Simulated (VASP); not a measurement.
# Hg2Ge3 (Pm-3m) in VASP: a series of runs

Hg2Ge3 is run at these levels: PBE; tasks: single point.

All numbers are computed with VASP 6.6.1; they aren't measurements. Logs are shortened: lines on timing, memory, paths and dates and some standing lists are left out, and cuts for length are marked.

### Step 1. The cell of the first run

The structure is cubic, space group Pm-3m (No. 221). The conventional cell has a = 5.110 Å, b = 5.110 Å, c = 5.110 Å, α = 90.00°, β = 90.00°, γ = 90.00°. Within 3.4 Å of Ge (site symmetry 4/mmm) lie 2 Hg at 2.56 Å. Hg (site symmetry m-3m) has 6 Ge at 2.56 Å within 3.4 Å. Within 4.7 Å of Hg (site symmetry m-3m) lie 12 Ge at 3.61 Å and 8 Hg at 4.43 Å.

The cell was built from a structure type or drawn by symmetry, and may not be a known phase.

### Step 2. Single point, PBE

Contents of INCAR:

```
PREC     = Accurate       # precision mode
ENCUT    = 520            # plane-wave cutoff, eV
EDIFF    = 1E-6           # SCF threshold, eV
ISMEAR   = 0              # smearing method
SIGMA    = 0.1            # smearing width, eV
LREAL    = F              # projectors in reciprocal space
LASPH    = T              # aspherical terms in the spheres
NELM     = 80             # most SCF steps
ALGO     = Normal         # electronic algorithm
ISIF     = 2              # what is computed and relaxed
LWAVE    = F              # write WAVECAR
LCHARG   = F              # write CHGCAR
GGA      = PE             # functional
NBANDS   = 41             # bands
```

Contents of KPOINTS:

```
regular mesh
0
Gamma
  4 4 4
```

Contents of POSCAR:

```
Hg2Ge3
1.0
    5.1100239700      0.0000000000      0.0000000000
    0.0000000000      5.1100239700      0.0000000000
    0.0000000000      0.0000000000      5.1100239700
Ge Hg
3 2
Direct
    0.5000000000      0.0000000000      0.0000000000
    0.0000000000      0.5000000000      0.0000000000
    0.0000000000      0.0000000000      0.5000000000
    0.0000000000      0.0000000000      0.0000000000
    0.5000000000      0.5000000000      0.5000000000
```

Potentials or basis: VASP PAW PBE potentials, release 64 (Ge_d, Hg).

Command:

```
$ cat potpaw_PBE.64/Ge_d/POTCAR potpaw_PBE.64/Hg/POTCAR > POTCAR
$ mpirun -np 1 vasp_std > vasp.out
```

OUTCAR:

```text
PREC = Accurate
   ENCUT = 520
   EDIFF = 1E-6
   ISMEAR = 0
   LREAL = F
   LASPH = T
   NELM = 80
   ISIF = 2
   GGA = PE

 ion  position               nearest neighbor table
   1  0.500  0.000  0.000-   4 2.56   4 2.56
   2  0.000  0.500  0.000-   4 2.56   4 2.56
   3  0.000  0.000  0.500-   4 2.56   4 2.56
   4  0.000  0.000  0.000-   1 2.56   2 2.56   3 2.56   3 2.56   2 2.56   1 2.56
   5  0.500  0.500  0.500-

  LATTYP: Found a simple cubic cell.
 ALAT       =     5.1100239700

  Lattice vectors:

 A1 = (   5.1100239700,   0.0000000000,   0.0000000000)
 A2 = (   0.0000000000,   5.1100239700,   0.0000000000)
 A3 = (   0.0000000000,   0.0000000000,   5.1100239700)

Analysis of symmetry for initial positions (statically):
=====================================================================
 Subroutine PRICEL returns:
 Original cell was already a primitive cell.

 Routine SETGRP: Setting up the symmetry group for a
 simple cubic supercell.

 Subroutine GETGRP returns: Found 48 space group operations
 (whereof 48 operations were pure point group operations)
 out of a pool of 48 trial point group operations.

The static configuration has the point symmetry O_h .

Analysis of symmetry for dynamics (positions and initial velocities):
=====================================================================
 Subroutine PRICEL returns:
 Original cell was already a primitive cell.

 Routine SETGRP: Setting up the symmetry group for a
 simple cubic supercell.

 Subroutine GETGRP returns: Found 48 space group operations
 (whereof 48 operations were pure point group operations)
 out of a pool of 48 trial point group operations.

The dynamic configuration has the point symmetry O_h .

 Subroutine INISYM returns: Found 48 space group operations
 (whereof 48 operations are pure point group operations),
 and found     1 'primitive' translations

----------------------------------------------------------------------------------------

                                     Primitive cell

  volume of cell :     133.4347

  direct lattice vectors                    reciprocal lattice vectors
     5.110023970  0.000000000  0.000000000     0.195693798  0.000000000  0.000000000
     0.000000000  5.110023970  0.000000000     0.000000000  0.195693798  0.000000000
     0.000000000  0.000000000  5.110023970     0.000000000  0.000000000  0.195693798

  length of vectors
     5.110023970  5.110023970  5.110023970     0.195693798  0.195693798  0.195693798

  position of ions in fractional coordinates (direct lattice)
     0.500000000  0.000000000  0.000000000
     0.000000000  0.500000000  0.000000000
     0.000000000  0.000000000  0.500000000
     0.000000000  0.000000000  0.000000000
     0.500000000  0.500000000  0.500000000

  ion indices of the primitive-cell ions
   primitive index   ion index
                 1           1
                 2           2
                 3           3
                 4           4
                 5           5

----------------------------------------------------------------------------------------

 KPOINTS: regular mesh

Automatic generation of k-mesh.
 Grid dimensions read from file:
 generate k-points for:    4    4    4

 Generating k-lattice:

  Cartesian coordinates                     Fractional coordinates (reciprocal lattice)
     0.048923450  0.000000000  0.000000000     0.250000000  0.000000000  0.000000000
     0.000000000  0.048923450  0.000000000     0.000000000  0.250000000  0.000000000
     0.000000000  0.000000000  0.048923450     0.000000000  0.000000000  0.250000000

  Length of vectors
     0.048923450  0.048923450  0.048923450

  Shift w.r.t. Gamma in fractional coordinates (k-lattice)
     0.000000000  0.000000000  0.000000000

 Subroutine IBZKPT returns following result:
 ===========================================

 Found     10 irreducible k-points:

 Following reciprocal coordinates:
            Coordinates               Weight
  0.000000  0.000000  0.000000      1.000000
  0.250000  0.000000  0.000000      6.000000
  0.500000  0.000000  0.000000      3.000000
  0.250000  0.250000  0.000000     12.000000
  0.500000  0.250000  0.000000     12.000000
  0.500000  0.500000  0.000000      3.000000
  0.250000  0.250000  0.250000      8.000000
  0.500000  0.250000  0.250000     12.000000
  0.500000  0.500000  0.250000      6.000000
  0.500000  0.500000  0.500000      1.000000
   k-points           NKPTS =     10   k-points in BZ     NKDIM =     10   number of bands    NBANDS=     41
   number of dos      NEDOS =    301   number of ions     NIONS =      5
   total plane-waves  NPLWV =  64000
   dimension x,y,z NGX =    40 NGY =   40 NGZ =   40
   dimension x,y,z NGXF=    80 NGYF=   80 NGZF=   80
   ions per type =               3   2
   NGX,Y,Z   is equivalent  to a cutoff of  13.01, 13.01, 13.01 a.u.
   NGXF,Y,Z  is equivalent  to a cutoff of  26.03, 26.03, 26.03 a.u.
 SYSTEM =  unknown system
   PREC   = accura    normal or accurate (medium, high low for compatibility)
   ISTART =      0    job   : 0-new  1-cont  2-samecut
   ICHARG =      2    charge: 1-file 2-atom 10-const
   ISPIN  =      1    spin polarized calculation?
   LNONCOLLINEAR =      F non collinear calculations
   LSORBIT =      F    spin-orbit coupling
   LASPH  =      T    aspherical Exc in radial PAW
   ENCUT  =  520.0 eV  38.22 Ry    6.18 a.u.   9.50  9.50  9.50*2*pi/ulx,y,z
   NELM   =     80;   NELMIN=  2; NELMDL= -5     # of ELM steps
   EDIFF  = 0.1E-05   stopping-criterion for ELM
   LREAL  =      F    real-space projection
   EDIFFG = 0.1E-04   stopping-criterion for IOM
   NSW    =      0    number of steps for IOM
   IBRION =     -1    ionic relax: 0-MD 1-quasi-New 2-CG
   NFREE  =      0    steps in history (QN), initial steepest desc. (CG)
   ISIF   =      2    stress and relaxation
   ISYM   =      2    0-nonsym 1-usesym 2-fastsym
   POTIM  = 0.5000    time-step for ionic-motion
   TEBEG  =    0.0;   TEEND  =   0.0 temperature during run
   PSTRESS=    0.0 pullay stress
   NELECT =      66.0000    total number of electrons
   NUPDOWN=      -1.0000    fix difference up-down
   EMIN   =  10.00;   EMAX   =-10.00  energy-range for DOS
   EFERMI =   0.00;   METHOD = LEGACY
   ISMEAR =     0;   SIGMA  =   0.10  broadening in eV -4-tet -1-fermi 0-gaus
   EFERMI_NEDOS =   21; number of points for ismear=-14 and -15
   IALGO  =     38    algorithm
   IMIX   =      4    mixing-type and parameters
     AMIX     =   0.40;   BMIX     =  1.00
     AMIX_MAG =   1.60;   BMIX_MAG =  1.00
  volume/ion in A,a.u.               =      26.69       180.09
  Fermi-wavevector in a.u.,A,eV,Ry     =   1.294692  2.446614 22.806466  1.676228
  Thomas-Fermi vector in A             =   2.426259
   LORBIT       =      0    0 simple, 1 ext, 2 COOP (PROOUT), +10 PAW based schemes
   GGA     = PE    functional components
   LHFCALC =     F    Hartree Fock is set to
   AEXX    =    0.0000 exact exchange contribution
   IVDW    =     0    specifies the selected vdW correction
   LEPSILON=     F    determine dielectric tensor
   LRPA    =     F    only Hartree local field effects (RPA)
 non-spin polarized calculation
 Gauss-broadening in eV      SIGMA  =   0.10
  energy-cutoff  :      520.00
  volume of cell :      133.43
 maximum number of plane-waves:      3695
 NGX is ok and might be reduce to    40
   NGX = 19   NGY = 19   NGZ = 19

 number of electron      65.9999980 magnetization

 Free energy of the ion-electron system (eV)
  ---------------------------------------------------
  ext. energy  EPLUGINS =         0.00000000
  ---------------------------------------------------
  free energy    TOTEN  =        -9.37802909 eV

  energy without entropy =       -9.34512963  energy(sigma->0) =       -9.36157936

 E-fermi :   3.2012     XC(G=0):  -9.7334

 val. band max:        3.1999468390   @ k =   0.2500   0.2500   0.2500
 cond. band min:       3.2829153571   @ k =   0.5000   0.2500   0.2500
 fundamental gap:      0.0829685181
 Fermi energy:         3.2011991804

 k-point     1 :       0.0000    0.0000    0.0000
  band No.  band energies     occupation
      1     -22.0224      2.00000
      2     -22.0104      2.00000
      3     -22.0104      2.00000
      4     -21.9940      2.00000
      5     -21.9940      2.00000
      6     -21.9940      2.00000
[... 33 lines left out ...]
     40       8.9309      0.00000
     41       8.9309      0.00000

 k-point     2 :       0.2500    0.0000    0.0000
  band No.  band energies     occupation
      1     -22.0197      2.00000
      2     -22.0104      2.00000
      3     -22.0065      2.00000
      4     -21.9934      2.00000
      5     -21.9908      2.00000
      6     -21.9905      2.00000
[... 33 lines left out ...]
     40       8.0646      0.00000
     41       9.0322      0.00000

 k-point     3 :       0.5000    0.0000    0.0000
  band No.  band energies     occupation
      1     -22.0183      2.00000
      2     -22.0103      2.00000
      3     -22.0011      2.00000
      4     -21.9926      2.00000
      5     -21.9908      2.00000
      6     -21.9877      2.00000
[... 33 lines left out ...]
     40       8.3927      0.00000
     41       8.3927      0.00000

 k-point     4 :       0.2500    0.2500    0.0000
  band No.  band energies     occupation
      1     -22.0167      2.00000
      2     -22.0076      2.00000
      3     -22.0059      2.00000
      4     -21.9906      2.00000
      5     -21.9906      2.00000
      6     -21.9901      2.00000
[... 209 lines left out ...]
     40       8.0926      0.00000
     41       9.3734      0.00000

 k-point     9 :       0.5000    0.5000    0.2500
  band No.  band energies     occupation
      1     -22.0083      2.00000
      2     -22.0023      2.00000
      3     -22.0023      2.00000
      4     -21.9908      2.00000
      5     -21.9900      2.00000
      6     -21.9900      2.00000
[... 33 lines left out ...]
     40       8.8006      0.00000
     41       8.8006      0.00000

 k-point    10 :       0.5000    0.5000    0.5000
  band No.  band energies     occupation
      1     -22.0026      2.00000
      2     -22.0026      2.00000
      3     -22.0026      2.00000
      4     -21.9917      2.00000
      5     -21.9906      2.00000
      6     -21.9906      2.00000
[... 33 lines left out ...]
     40       8.8189      0.00000
     41       8.8189      0.00000

------------------------ aborting loop because EDIFF is reached ----------------------------------------

  FORCE on cell =-STRESS in cart. coord.  units (eV):
  Direction    XX          YY          ZZ          XY          YZ          ZX
  --------------------------------------------------------------------------------------
  -------------------------------------------------------------------------------------
  Total        3.5984994      3.5984994      3.5984994      0.0000000      0.0000000      0.0000000
  in kB       43.2079048     43.2079048     43.2079048      0.0000000      0.0000000      0.0000000
  external PRESSURE =      43.2079048 kB  Pullay stress =       0.0000000 kB

 VOLUME and BASIS-vectors are now :
 -----------------------------------------------------------------------------
  energy-cutoff  :      520.00
  volume of cell :      133.43
      direct lattice vectors                 reciprocal lattice vectors
     5.110023970  0.000000000  0.000000000     0.195693798  0.000000000  0.000000000
     0.000000000  5.110023970  0.000000000     0.000000000  0.195693798  0.000000000
     0.000000000  0.000000000  5.110023970     0.000000000  0.000000000  0.195693798

 POSITION                                       TOTAL-FORCE (eV/Angst)
 -----------------------------------------------------------------------------------
      2.55501      0.00000      0.00000         0.000000      0.000000      0.000000
      0.00000      2.55501      0.00000         0.000000      0.000000      0.000000
      0.00000      0.00000      2.55501         0.000000      0.000000      0.000000
      0.00000      0.00000      0.00000         0.000000      0.000000      0.000000
      2.55501      2.55501      2.55501         0.000000      0.000000      0.000000
 -----------------------------------------------------------------------------------
    total drift:                               -0.000000      0.000000     -0.000000

  FREE ENERGIE OF THE ION-ELECTRON SYSTEM (eV)
  ---------------------------------------------------
  free  energy   TOTEN  =        -9.3780290871 eV

  energy  without entropy=       -9.3451296283  energy(sigma->0) =       -9.36157936
```

It took 28 s on 1 thread of Intel Xeon 6975P-C (Granite Rapids), shared host; peak memory 0.25 GiB.

What came out:

- Free energy: -9.3780 eV
- Pressure: 4.3 GPa
- Band gap on the k mesh: zero (bands 33 and 34 overlap by 1.03 eV)

Caveat: the cell stands under pressure; spin-orbit coupling is left out, which moves the levels of the heavy elements.

### Step 3. Single point, PBE

This run uses another cell than the first one, of 29.04 Å³/atom.

Contents of INCAR:

```
SYSTEM = Hg2Ge3
ALGO = Normal
EDIFF = 1E-6
ENCUT = 520
GGA = PE
ISIF = 2
ISMEAR = 0
LASPH = .TRUE.
LCHARG = .FALSE.
LREAL = .FALSE.
LWAVE = .FALSE.
NBANDS = 41
NELM = 100
PREC = Accurate
SIGMA = 0.1
```

Contents of KPOINTS:

```
k-points
0
G
  4 4 4
  0 0 0
```

POSCAR, as its differences from that of step 2:

```diff
@@ -2,5 +2,5 @@
 1.0
-    5.1100239700      0.0000000000      0.0000000000
-    0.0000000000      5.1100239700      0.0000000000
-    0.0000000000      0.0000000000      5.1100239700
+    5.2558746567      0.0000000000      0.0000000000
+    0.0000000000      5.2558746567      0.0000000000
+    0.0000000000      0.0000000000      5.2558746567
 Ge Hg
```

Potentials or basis: VASP PAW PBE potentials, release 64 (Ge_d, Hg).

Command:

```
$ cat potpaw_PBE.64/Ge_d/POTCAR potpaw_PBE.64/Hg/POTCAR > POTCAR
$ mpirun -np 1 vasp_std > vasp.out
```

Run time: 29 s. Hardware: 1 thread of Intel Xeon 6975P-C (Granite Rapids), shared host; peak memory 0.24 GiB.

The run converged. Its results:

```
Free energy            : -9.5482 eV
Pressure               : 0.5 GPa
Band gap on the k mesh : zero (bands 33 and 34 overlap by 0.40 eV)
```

Levels at points of the mesh, in eV from the Fermi level:
| k point | band 31 | band 32 | band 33 | band 34 | band 35 | band 36 |
| --- | --- | --- | --- | --- | --- | --- |
| (0.00, 0.00, 0.00) | -3.21 | -3.21 | 0.32 | 0.98 | 0.98 | 0.98 |
| (0.50, 0.00, 0.00) | -2.58 | -2.32 | -0.08 | -0.08 | 0.33 | 1.30 |
| (0.50, 0.50, 0.00) | -2.13 | -0.57 | -0.57 | 0.54 | 0.55 | 0.55 |
| (0.50, 0.50, 0.50) | -2.07 | -2.07 | -2.07 | 2.86 | 2.86 | 2.86 |

Caveat: spin-orbit coupling is left out, which moves the levels of the heavy elements.
